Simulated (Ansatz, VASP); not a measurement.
# One calculation of Be, two programs

```
Be
1.0
     2.25718    0.00000    0.00000
    -1.12859    1.95478    0.00000
     0.00000    0.00000    3.55317
Be
2
Direct
  0.33333 0.66667 0.25000
  0.66667 0.33333 0.75000
```

Alike in both runs: functional PBEsol; k mesh 24 × 24 × 12; occupations gaussian, width 0.1 eV; no spin polarisation.

Ansatz relaxed the structure, and its values are those at the end. VASP's run is a single point on that final structure, the one shown.

```csv
,VASP,Ansatz
version,VASP 6.6.1,Ansatz 0.2.0
potentials or method,"VASP PAW PBE potentials, release 64 (Be), cutoff 520 eV","scalar-relativistic, plane waves, PAW"
valence electrons in the cell,4,4
```

|  | VASP | Ansatz | Ansatz less VASP |
| --- | --- | --- | --- |
| gap on the k mesh at the Fermi level (eV) | none | none | - |
| pressure (GPa) | 0.4 | 0.0 | -0.38 |

VASP's potentials were made for PBE, not for PBEsol. A gap of «none» marks a metal or a gap that the smearing closes.
